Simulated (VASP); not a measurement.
# SiC (Moissanite) (P6_3mc) in VASP: settings compared

Aim: see how the results for SiC (Moissanite) move with the level of theory and the settings. Levels: PBE, LDA. Tasks: single point.

Program: VASP 6.6.1. These are calculated values, not measurements. Logs are shortened: lines on timing, memory, paths and dates and some standing lists are left out, and cuts for length are marked.

**1. The cell of the first run**

Symmetry: P6_3mc, No. 186, hexagonal system. Conventional cell: a = 3.076 Å, b = 3.076 Å, c = 5.048 Å, α = 90.00°, β = 90.00°, γ = 120.00°. Within 2.5 Å of Si (site symmetry 3m) lie 4 C at 1.87 to 1.94 Å. C (site symmetry 3m) has 4 Si at 1.87 to 1.94 Å within 2.5 Å.

**2. Single point, PBE**

The input, INCAR:

```
SYSTEM = SiC
PREC = Accurate
ENCUT = 520
EDIFF = 1E-6
ISMEAR = 0
SIGMA = 0.05
LREAL = .FALSE.
LASPH = .TRUE.
NELM = 100
ALGO = Normal
ISIF = 2
LWAVE = .FALSE.
LCHARG = .FALSE.
GGA = PE
NBANDS = 16
```

The input, KPOINTS:

```
Automatic mesh
0
G
  16 16 9
  0 0 0
```

The input, POSCAR:

```
SiC
1.0
    3.0760000000      0.0000000000      0.0000000000
   -1.5380000000      2.6638941420      0.0000000000
    0.0000000000      0.0000000000      5.0480000000
Si C
2 2
Direct
    0.6666666667      0.3333333333      0.5000000000
    0.3333333333      0.6666666667      0.0000000000
    0.6666666667      0.3333333333      0.8850000000
    0.3333333333      0.6666666667      0.3850000000
```

Potentials or basis: VASP PAW PBE potentials, release 64 (Si, C).

Run with:

```bash
$ cat potpaw_PBE.64/Si/POTCAR potpaw_PBE.64/C/POTCAR > POTCAR
$ mpirun -np 1 vasp_std > vasp.out
```

OUTCAR:

```text
SYSTEM = SiC
   PREC = Accurate
   ENCUT = 520
   EDIFF = 1E-6
   ISMEAR = 0
   LREAL = .FALSE.
   LASPH = .TRUE.
   NELM = 100
   ISIF = 2
   GGA = PE

 ion  position               nearest neighbor table
   1  0.667  0.333  0.500-   4 1.87   4 1.87   4 1.87   3 1.94   2 3.09   2 3.09   2 3.09   2 3.09
                             2 3.09   2 3.09
   2  0.333  0.667  0.000-   3 1.87   3 1.87   3 1.87   4 1.94   1 3.09   1 3.09   1 3.09   1 3.09
                             1 3.09   1 3.09
   3  0.667  0.333  0.885-   2 1.87   2 1.87   2 1.87   1 1.94
   4  0.333  0.667  0.385-   1 1.87   1 1.87   1 1.87   2 1.94

  LATTYP: Found a hexagonal cell.
 ALAT       =     3.0760000000
 C/A-ratio  =     1.6410923277

  Lattice vectors:

 A1 = (   3.0760000000,   0.0000000000,   0.0000000000)
 A2 = (  -1.5380000000,   2.6638941420,   0.0000000000)
 A3 = (   0.0000000000,   0.0000000000,   5.0480000000)

Analysis of symmetry for initial positions (statically):
=====================================================================
 Subroutine PRICEL returns:
 Original cell was already a primitive cell.

 Routine SETGRP: Setting up the symmetry group for a
 hexagonal supercell.

 Subroutine GETGRP returns: Found 12 space group operations
 (whereof  6 operations were pure point group operations)
 out of a pool of 24 trial point group operations.

The static configuration has the point symmetry C_3v.
 The point group associated with its full space group is C_6v.

Analysis of symmetry for dynamics (positions and initial velocities):
=====================================================================
 Subroutine PRICEL returns:
 Original cell was already a primitive cell.

 Routine SETGRP: Setting up the symmetry group for a
 hexagonal supercell.

 Subroutine GETGRP returns: Found 12 space group operations
 (whereof  6 operations were pure point group operations)
 out of a pool of 24 trial point group operations.

The dynamic configuration has the point symmetry C_3v.
 The point group associated with its full space group is C_6v.

 Subroutine INISYM returns: Found 12 space group operations
 (whereof  6 operations are pure point group operations),
 and found     1 'primitive' translations

----------------------------------------------------------------------------------------

                                     Primitive cell

  volume of cell :      41.3640

  direct lattice vectors                    reciprocal lattice vectors
     3.076000000  0.000000000  0.000000000     0.325097529  0.187695146  0.000000000
    -1.538000000  2.663894142  0.000000000     0.000000000  0.375390292  0.000000000
     0.000000000  0.000000000  5.048000000     0.000000000  0.000000000  0.198098257
[... 90 lines left out ...]
   EDIFFG = 0.1E-04   stopping-criterion for IOM
   NSW    =      0    number of steps for IOM
   IBRION =     -1    ionic relax: 0-MD 1-quasi-New 2-CG
   NFREE  =      0    steps in history (QN), initial steepest desc. (CG)
   ISIF   =      2    stress and relaxation
   ISYM   =      2    0-nonsym 1-usesym 2-fastsym
   POTIM  = 0.5000    time-step for ionic-motion
   TEBEG  =    0.0;   TEEND  =   0.0 temperature during run
   PSTRESS=    0.0 pullay stress
   NELECT =      16.0000    total number of electrons
   NUPDOWN=      -1.0000    fix difference up-down
   EMIN   =  10.00;   EMAX   =-10.00  energy-range for DOS
   EFERMI =   0.00;   METHOD = LEGACY
   ISMEAR =     0;   SIGMA  =   0.05  broadening in eV -4-tet -1-fermi 0-gaus
   EFERMI_NEDOS =   21; number of points for ismear=-14 and -15
   IALGO  =     38    algorithm
   IMIX   =      4    mixing-type and parameters
     AMIX     =   0.40;   BMIX     =  1.00
     AMIX_MAG =   1.60;   BMIX_MAG =  1.00
  volume/ion in A,a.u.               =      10.34        69.78
  Fermi-wavevector in a.u.,A,eV,Ry     =   1.192817  2.254098 19.358549  1.422813
  Thomas-Fermi vector in A             =   2.328847
   LORBIT       =      0    0 simple, 1 ext, 2 COOP (PROOUT), +10 PAW based schemes
   GGA     = PE    functional components
   LHFCALC =     F    Hartree Fock is set to
   AEXX    =    0.0000 exact exchange contribution
   IVDW    =     0    specifies the selected vdW correction
   LEPSILON=     F    determine dielectric tensor
   LRPA    =     F    only Hartree local field effects (RPA)
 non-spin polarized calculation
 Gauss-broadening in eV      SIGMA  =   0.05
  energy-cutoff  :      520.00
  volume of cell :       41.36
 maximum number of plane-waves:      1132
 NGX is ok and might be reduce to    24
   NGX = 11   NGY = 11   NGZ = 19

 number of electron      16.0000000 magnetization

 Free energy of the ion-electron system (eV)
  ---------------------------------------------------
  ext. energy  EPLUGINS =         0.00000000
  ---------------------------------------------------
  free energy    TOTEN  =       -30.06729774 eV

  energy without entropy =      -30.06729774  energy(sigma->0) =      -30.06729774

 E-fermi :   8.6176     XC(G=0): -11.3486

 val. band max:        8.4095518170   @ k =   0.0000   0.0000   0.0000
 cond. band min:      10.7944575241   @ k =   0.3125   0.3125   0.0000
 fundamental gap:      2.3849057071
 Fermi energy:         8.6175928498

 k-point     1 :       0.0000    0.0000    0.0000
  band No.  band energies     occupation
      1      -7.3151      2.00000
      2      -3.8129      2.00000
      3      -0.2832      2.00000
      4       6.8533      2.00000
      5       6.8533      2.00000
      6       8.1339      2.00000
[... 433 lines left out ...]
      3       1.0638      2.00000
      4       2.4431      2.00000
      5       2.9300      2.00000
      6       4.1027      2.00000
[... 8 lines left out ...]
     15      18.8493      0.00000
     16      19.7717      0.00000

 [... further k-points ...]
[... 5 lines left out ...]
  --------------------------------------------------------------------------------------
  -------------------------------------------------------------------------------------
  Total        1.3562786      1.3562786      0.1082865      0.0000000      0.0000000     -0.0000000
  in kB       52.5335642     52.5335642      4.1943271      0.0000000      0.0000000     -0.0000000
  external PRESSURE =      36.4204852 kB  Pullay stress =       0.0000000 kB

 VOLUME and BASIS-vectors are now :
 -----------------------------------------------------------------------------
  energy-cutoff  :      520.00
  volume of cell :       41.36
      direct lattice vectors                 reciprocal lattice vectors
     3.076000000  0.000000000  0.000000000     0.325097529  0.187695146  0.000000000
    -1.538000000  2.663894142  0.000000000     0.000000000  0.375390292  0.000000000
     0.000000000  0.000000000  5.048000000     0.000000000  0.000000000  0.198098257

 POSITION                                       TOTAL-FORCE (eV/Angst)
 -----------------------------------------------------------------------------------
      1.53800      0.88796      2.52400         0.000000     -0.000000      0.752764
     -0.00000      1.77593      0.00000        -0.000000      0.000000      0.752764
      1.53800      0.88796      4.46748        -0.000000      0.000000     -0.752764
     -0.00000      1.77593      1.94348         0.000000     -0.000000     -0.752764
 -----------------------------------------------------------------------------------
    total drift:                                0.000000      0.000000     -0.000214

  FREE ENERGIE OF THE ION-ELECTRON SYSTEM (eV)
  ---------------------------------------------------
  free  energy   TOTEN  =       -30.0672977423 eV

  energy  without entropy=      -30.0672977423  energy(sigma->0) =      -30.06729774
```

Wall time 2.5 min (1 thread of AMD EPYC 7R13, shared host); peak memory 0.18 GiB.

What came out:

- Free energy: -30.0673 eV
- Pressure: 3.6 GPa
- Largest force: 0.753 eV/Å
- Band gap on the k mesh: 2.38 eV, indirect (least direct gap 4.08 eV)

Forces in eV/Å, atoms in the order of the input:
```
Si   0.000  0.000  0.753
Si   0.000  0.000  0.753
C    0.000  0.000 -0.753
C    0.000  0.000 -0.753
```

Stress tensor (GPa, compression positive):
```
5.25 0.00 0.00
0.00 5.25 0.00
0.00 0.00 0.42
```

A k mesh can miss the band edges. PBE gaps usually lie below the measured ones, often by a third to a half.

**3. Single point, LDA**

The input, INCAR:

```
PREC = Accurate ; ENCUT = 520
EDIFF = 1E-6 ; ISMEAR = -1
SIGMA = 0.05 ; LREAL = F
LASPH = T ; NELM = 80
ALGO = Normal ; ISIF = 2
LWAVE = F ; LCHARG = T
LELF = T ; LVHAR = T
NBANDS = 16
```

The input, KPOINTS:

```
Automatic mesh
0
Gamma
  10 10 5
```

POSCAR is that of step 2.

Potentials or basis: VASP PAW LDA potentials, release 64 (Si, C).

Run with:

```bash
$ cat potpaw_LDA.64/Si/POTCAR potpaw_LDA.64/C/POTCAR > POTCAR
$ mpirun -np 1 vasp_std > vasp.out
```

It took 14 s on 1 thread of Intel Xeon 6975P-C, shared host; peak memory 0.15 GiB.

Results (log left out):

- Free energy: -33.2323 eV
- Pressure: -3.6 GPa
- Largest force: 0.735 eV/Å
- Band gap on the k mesh: 2.36 eV, indirect (least direct gap 3.97 eV)

Forces on the atoms (eV/Å):
```
Si   0.000  0.000  0.735
Si   0.000  0.000  0.735
C    0.000  0.000 -0.735
C    0.000  0.000 -0.735
```

Stress tensor (GPa, compression positive):
```
-2.18  0.00  0.00
 0.00 -2.18  0.00
 0.00  0.00 -6.44
```

Levels at points of the mesh, in eV from the valence-band top:
| k point | band 6 | band 7 | band 8 | band 9 | band 10 | band 11 |
| --- | --- | --- | --- | --- | --- | --- |
| (0.00, 0.00, 0.00) | -0.27 | -0.27 | 0.00 | 4.59 | 6.04 | 6.40 |
| (0.50, 0.00, 0.00) | -3.54 | -3.29 | -1.48 | 2.49 | 4.12 | 6.67 |

A k mesh can miss the band edges.

**4. Single point, PBE**

The input, INCAR:

```
  PREC = Accurate
  ENCUT = 520
  EDIFF = 1E-7
  ISMEAR = -1
  SIGMA = 0.05
  LREAL = False
  LASPH = True
  NELM = 100
  ALGO = Normal
  ISIF = 2
  LWAVE = False
  LCHARG = False
  GGA = PE
  NBANDS = 16
```

The input, KPOINTS:

```
regular mesh
0
Gamma
  3 3 2
```

POSCAR is that of step 3.

Potentials or basis: VASP PAW PBE potentials, release 64 (Si, C).

Run with:

```bash
$ cat potpaw_PBE.64/Si/POTCAR potpaw_PBE.64/C/POTCAR > POTCAR
$ mpirun -np 1 vasp_std > vasp.out
```

It used 5.1 s of CPU time on 1 thread of Intel(R) Xeon(R) Platinum 8259CL CPU @ 2.50GHz (Skylake/Cascade Lake) (shared host).

It converged, with:

| Property | Result |
| --- | --- |
| Free energy | -29.5779 eV |
| Pressure | 4.3 GPa |
| Largest force | 0.585 eV/Å |
| Band gap on the k mesh | 2.26 eV, indirect (least direct gap 4.34 eV) |

Forces on the atoms (eV/Å):
```
Si   0.000  0.000  0.585
Si   0.000  0.000  0.585
C    0.000  0.000 -0.585
C    0.000  0.000 -0.585
```

Stress tensor (GPa, compression positive):
```
 6.89  0.00  0.00
 0.00  6.89  0.00
 0.00  0.00 -0.85
```

Levels at points of the mesh, in eV from the valence-band top:
| k point | band 5 | band 6 | band 7 | band 8 | band 9 | band 10 | band 11 | band 12 |
| --- | --- | --- | --- | --- | --- | --- | --- | --- |
| (0.00, 0.00, 0.00) | -1.56 | -0.27 | -0.27 | 0.00 | 4.58 | 6.01 | 6.44 | 6.44 |
| (0.00, 0.00, 0.50) | -0.97 | -0.97 | -0.97 | -0.97 | 5.66 | 5.66 | 7.10 | 7.10 |

Caveat: the k points lie up to 0.79 Å⁻¹ apart. A k mesh can miss the band edges.

**5. Overview**

```csv
level,potentials or basis,k mesh,smearing,gap on the mesh (eV),pressure (GPa),largest force (eV/Å)
PBE,"VASP PAW PBE potentials, release 64 (Si, C)",16 × 16 × 9,gaussian 0.05 eV,2.38,3.6,0.75
LDA,"VASP PAW LDA potentials, release 64 (Si, C)",10 × 10 × 5,fermi-dirac 0.05 eV,2.36,-3.6,0.73
PBE,"VASP PAW PBE potentials, release 64 (Si, C)",3 × 3 × 2,fermi-dirac 0.05 eV,2.26,4.3,0.58
```

Alike in all rows: task single point; no spin polarisation; cell as given; cutoff (eV) 520.

Caveats: some runs use coarse meshes.

Total energies depend on the potentials used, so only differences within one code and one set of settings carry meaning.
